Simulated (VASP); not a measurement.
# Sb (Im-3m) in VASP: further runs, part 2 of 2

VASP 6.6.1. The steps go on from the part before.

### Step 3. Single point, LDA (volume scaled by 0.84)

INCAR

```
PREC     = Accurate       # precision mode
ENCUT    = 520            # plane-wave cutoff, eV
EDIFF    = 1E-6           # SCF threshold, eV
ISMEAR   = -1             # smearing method
SIGMA    = 0.08           # smearing width, eV
LREAL    = F              # projectors in reciprocal space
LASPH    = T              # aspherical terms in the spheres
NELM     = 80             # most SCF steps
ALGO     = Normal         # electronic algorithm
ISIF     = 2              # what is computed and relaxed
LWAVE    = F              # write WAVECAR
LCHARG   = F              # write CHGCAR
NBANDS   = 8              # bands
```

KPOINTS

```
regular mesh
0
Gamma
  14 14 14
```

POSCAR

```
Sb
1.0
   -1.7488164357      1.7488164357      1.7488164357
    1.7488164357     -1.7488164357      1.7488164357
    1.7488164357      1.7488164357     -1.7488164357
Sb
1
Direct
    0.0000000000      0.0000000000      0.0000000000
```

Potentials or basis: VASP PAW LDA potentials, release 64 (Sb).

The run is started by

```
$ cat potpaw_LDA.64/Sb/POTCAR > POTCAR
$ mpirun -np 1 vasp_std > vasp.out
```

OUTCAR:

```text
PREC = Accurate
   ENCUT = 520
   EDIFF = 1E-6
   ISMEAR = -1
   LREAL = F
   LASPH = T
   NELM = 80
   ISIF = 2

 ion  position               nearest neighbor table
   1  0.000  0.000  0.000-

  LATTYP: Found a body centered cubic cell.
 ALAT       =     3.4976328714

  Lattice vectors:

 A1 = (  -1.7488164357,   1.7488164357,   1.7488164357)
 A2 = (   1.7488164357,  -1.7488164357,   1.7488164357)
 A3 = (   1.7488164357,   1.7488164357,  -1.7488164357)

Analysis of symmetry for initial positions (statically):
=====================================================================
 Subroutine PRICEL returns:
 Original cell was already a primitive cell.

 Routine SETGRP: Setting up the symmetry group for a
 body centered cubic supercell.

 Subroutine GETGRP returns: Found 48 space group operations
 (whereof 48 operations were pure point group operations)
 out of a pool of 48 trial point group operations.

The static configuration has the point symmetry O_h .

Analysis of symmetry for dynamics (positions and initial velocities):
=====================================================================
 Subroutine PRICEL returns:
 Original cell was already a primitive cell.

 Routine SETGRP: Setting up the symmetry group for a
 body centered cubic supercell.

 Subroutine GETGRP returns: Found 48 space group operations
 (whereof 48 operations were pure point group operations)
 out of a pool of 48 trial point group operations.

The dynamic configuration has the point symmetry O_h .

 Subroutine INISYM returns: Found 48 space group operations
 (whereof 48 operations are pure point group operations),
 and found     1 'primitive' translations

----------------------------------------------------------------------------------------

                                     Primitive cell
[... 107 lines left out ...]
   IMIX   =      4    mixing-type and parameters
     AMIX     =   0.40;   BMIX     =  1.00
     AMIX_MAG =   1.60;   BMIX_MAG =  1.00
  volume/ion in A,a.u.               =      21.39       144.37
  Fermi-wavevector in a.u.,A,eV,Ry     =   1.008403  1.905605 13.835434  1.016876
  Thomas-Fermi vector in A             =   2.141267
   LORBIT       =      0    0 simple, 1 ext, 2 COOP (PROOUT), +10 PAW based schemes
   GGA     = CA    functional components
   LHFCALC =     F    Hartree Fock is set to
   AEXX    =    0.0000 exact exchange contribution
   IVDW    =     0    specifies the selected vdW correction
   LEPSILON=     F    determine dielectric tensor
   LRPA    =     F    only Hartree local field effects (RPA)
 non-spin polarized calculation
  energy-cutoff  :      520.00
  volume of cell :       21.39
 maximum number of plane-waves:       603
   NGX = 11   NGY = 11   NGZ = 11

 number of electron       5.0000001 magnetization

 Free energy of the ion-electron system (eV)
  ---------------------------------------------------
  ext. energy  EPLUGINS =         0.00000000
  ---------------------------------------------------
  free energy    TOTEN  =        -4.42452367 eV

  energy without entropy =       -4.41442205  energy(sigma->0) =       -4.41947286

 E-fermi :  11.7611     XC(G=0): -11.3860

 val. band max:       11.7521575863   @ k =  -0.2143   0.2857   0.0714
 cond. band min:      11.8041869012   @ k =  -0.2143   0.2857   0.1429
 fundamental gap:      0.0520293149
 Fermi energy:        11.7610563266

 k-point     1 :       0.0000    0.0000    0.0000
  band No.  band energies     occupation
      1      -3.1870      2.00000
      2      19.1346      0.00000
      3      19.1346      0.00000
      4      19.1346      0.00000
      5      22.8433      0.00000
      6      22.8433      0.00000
      7      22.8433      0.00000
      8      23.6975      0.00000
[... 243 lines left out ...]
 k-point    24 :       0.3571    0.2857   -0.0000
  band No.  band energies     occupation
      1       3.4813      2.00000
      2       6.2541      2.00000
      3       7.7137      2.00000
      4      14.5017      0.00000
      5      21.9105      0.00000
      6      23.2688      0.00000
      7      23.7905      0.00000
      8      27.3812      0.00000

 [... further k-points ...]

------------------------ aborting loop because EDIFF is reached ----------------------------------------

  FORCE on cell =-STRESS in cart. coord.  units (eV):
  Direction    XX          YY          ZZ          XY          YZ          ZX
  --------------------------------------------------------------------------------------
  -------------------------------------------------------------------------------------
  Total        2.5787866      2.5787866      2.5787866     -0.0000000      0.0000000      0.0000000
  in kB      193.1226980    193.1226980    193.1226980     -0.0000000      0.0000000      0.0000000
  external PRESSURE =     193.1226980 kB  Pullay stress =       0.0000000 kB

 VOLUME and BASIS-vectors are now :
 -----------------------------------------------------------------------------
  energy-cutoff  :      520.00
  volume of cell :       21.39
      direct lattice vectors                 reciprocal lattice vectors
    -1.748816436  1.748816436  1.748816436     0.000000000  0.285907651  0.285907651
     1.748816436 -1.748816436  1.748816436     0.285907651  0.000000000  0.285907651
     1.748816436  1.748816436 -1.748816436     0.285907651  0.285907651  0.000000000

 POSITION                                       TOTAL-FORCE (eV/Angst)
 -----------------------------------------------------------------------------------
      0.00000      0.00000      0.00000         0.000000     -0.000000      0.000000
 -----------------------------------------------------------------------------------
    total drift:                                0.000000      0.000000      0.000000

  FREE ENERGIE OF THE ION-ELECTRON SYSTEM (eV)
  ---------------------------------------------------
  free  energy   TOTEN  =        -4.4245236748 eV

  energy  without entropy=       -4.4144220540  energy(sigma->0) =       -4.41947286
```

stdout:

```text
POSCAR found type information on POSCAR Sb
 POSCAR found :  1 types and       1 ions
 scaLAPACK will be used
 LDA part: xc-table for (Slater(with rela. corr.)+CA(PZ))
 , standard interpolation
 POSCAR, INCAR and KPOINTS ok, starting setup
 FFT: planning ... GRIDC
 FFT: planning ... GRID_SOFT
 FFT: planning ... GRID
 WAVECAR not read
 entering main loop
```

It took 10 s on 1 thread of AMD EPYC 7R13 (Zen 3), shared host; peak memory 0.1 GiB.

Results:

* Free energy: -4.4245 eV
* Pressure: 19.3 GPa

Caveat: spin-orbit coupling is left out, which moves the levels of the heavy elements.

### Step 4. Single point, LDA (volume scaled by 0.84)

INCAR

```
SYSTEM = Sb
PREC = Accurate ; ENCUT = 520
EDIFF = 1E-6 ; ISMEAR = -1
SIGMA = 0.08 ; LREAL = .False.
LASPH = .True. ; NELM = 80
ALGO = Normal ; ISIF = 2
LWAVE = .False. ; LCHARG = .True.
GGA = CA ; LELF = .True.
LVHAR = .True. ; NBANDS = 8
```

KPOINTS

```
Automatic mesh
0
Gamma
  14 14 14
  0 0 0
```

POSCAR is that of step 3.

Potentials or basis: VASP PAW LDA potentials, release 64 (Sb).

The run is started by

```
$ cat potpaw_LDA.64/Sb/POTCAR > POTCAR
$ mpirun -np 1 vasp_std > vasp.out
```

OUTCAR:

```text
SYSTEM = Sb
   PREC = Accurate
   ENCUT = 520
   EDIFF = 1E-6
   ISMEAR = -1
   LREAL = .False.
   LASPH = .True.
   NELM = 80
   ISIF = 2
   GGA = CA

 ion  position               nearest neighbor table
   1  0.000  0.000  0.000-

  LATTYP: Found a body centered cubic cell.
 ALAT       =     3.4976328714

  Lattice vectors:

 A1 = (  -1.7488164357,   1.7488164357,   1.7488164357)
 A2 = (   1.7488164357,  -1.7488164357,   1.7488164357)
 A3 = (   1.7488164357,   1.7488164357,  -1.7488164357)

Analysis of symmetry for initial positions (statically):
=====================================================================
 Subroutine PRICEL returns:
 Original cell was already a primitive cell.

 Routine SETGRP: Setting up the symmetry group for a
 body centered cubic supercell.

 Subroutine GETGRP returns: Found 48 space group operations
 (whereof 48 operations were pure point group operations)
 out of a pool of 48 trial point group operations.

The static configuration has the point symmetry O_h .

Analysis of symmetry for dynamics (positions and initial velocities):
=====================================================================
 Subroutine PRICEL returns:
[... 151 lines left out ...]

  energy without entropy =       -4.41442205  energy(sigma->0) =       -4.41947286

 E-fermi :  11.7611     XC(G=0): -11.3860

 val. band max:       11.7521575863   @ k =  -0.2143   0.2857   0.0714
 cond. band min:      11.8041869012   @ k =  -0.2143   0.2857   0.1429
 fundamental gap:      0.0520293149
 Fermi energy:        11.7610563266

 k-point     1 :       0.0000    0.0000    0.0000
  band No.  band energies     occupation
      1      -3.1870      2.00000
      2      19.1346      0.00000
      3      19.1346      0.00000
      4      19.1346      0.00000
      5      22.8433      0.00000
      6      22.8433      0.00000
      7      22.8433      0.00000
      8      23.6975      0.00000
[... 243 lines left out ...]
 k-point    24 :       0.3571    0.2857   -0.0000
  band No.  band energies     occupation
      1       3.4813      2.00000
      2       6.2541      2.00000
      3       7.7137      2.00000
      4      14.5017      0.00000
      5      21.9105      0.00000
      6      23.2688      0.00000
      7      23.7905      0.00000
      8      27.3812      0.00000

 [... further k-points ...]
[... 5 lines left out ...]
  --------------------------------------------------------------------------------------
  -------------------------------------------------------------------------------------
  Total        2.5787866      2.5787866      2.5787866     -0.0000000      0.0000000      0.0000000
  in kB      193.1226980    193.1226980    193.1226980     -0.0000000      0.0000000      0.0000000
  external PRESSURE =     193.1226980 kB  Pullay stress =       0.0000000 kB

 VOLUME and BASIS-vectors are now :
 -----------------------------------------------------------------------------
  energy-cutoff  :      520.00
  volume of cell :       21.39
      direct lattice vectors                 reciprocal lattice vectors
    -1.748816436  1.748816436  1.748816436     0.000000000  0.285907651  0.285907651
     1.748816436 -1.748816436  1.748816436     0.285907651  0.000000000  0.285907651
     1.748816436  1.748816436 -1.748816436     0.285907651  0.285907651  0.000000000

 POSITION                                       TOTAL-FORCE (eV/Angst)
 -----------------------------------------------------------------------------------
      0.00000      0.00000      0.00000         0.000000     -0.000000      0.000000
 -----------------------------------------------------------------------------------
    total drift:                                0.000000      0.000000      0.000000

  FREE ENERGIE OF THE ION-ELECTRON SYSTEM (eV)
  ---------------------------------------------------
  free  energy   TOTEN  =        -4.4245236748 eV

  energy  without entropy=       -4.4144220540  energy(sigma->0) =       -4.41947286
```

stdout:

```text
POSCAR found type information on POSCAR Sb
 POSCAR found :  1 types and       1 ions
 scaLAPACK will be used
 LDA part: xc-table for (Slater(with rela. corr.)+CA(PZ))
 , standard interpolation
 POSCAR, INCAR and KPOINTS ok, starting setup
 FFT: planning ... GRIDC
 FFT: planning ... GRID_SOFT
 FFT: planning ... GRID
 WAVECAR not read
 entering main loop
```

Run time: 13 s. Hardware: 1 thread of AMD EPYC 7R13 (Zen 3), shared host; peak memory 0.11 GiB.

Results:

```
Free energy : -4.4245 eV
Pressure    : 19.3 GPa
```

Levels at points of the mesh, in eV from the Fermi level:
| k point | band 1 | band 2 | band 3 | band 4 | band 5 | band 6 |
| --- | --- | --- | --- | --- | --- | --- |
| (0.00, 0.00, 0.00) | -14.95 | 7.37 | 7.37 | 7.37 | 11.08 | 11.08 |
| (0.50, 0.00, 0.00) | -9.40 | -7.20 | 2.15 | 4.35 | 7.14 | 7.26 |
| (0.50, 0.50, 0.50) | -4.51 | -2.63 | -2.63 | -2.63 | 2.49 | 2.49 |

Caveat: spin-orbit coupling is left out, which moves the levels of the heavy elements.
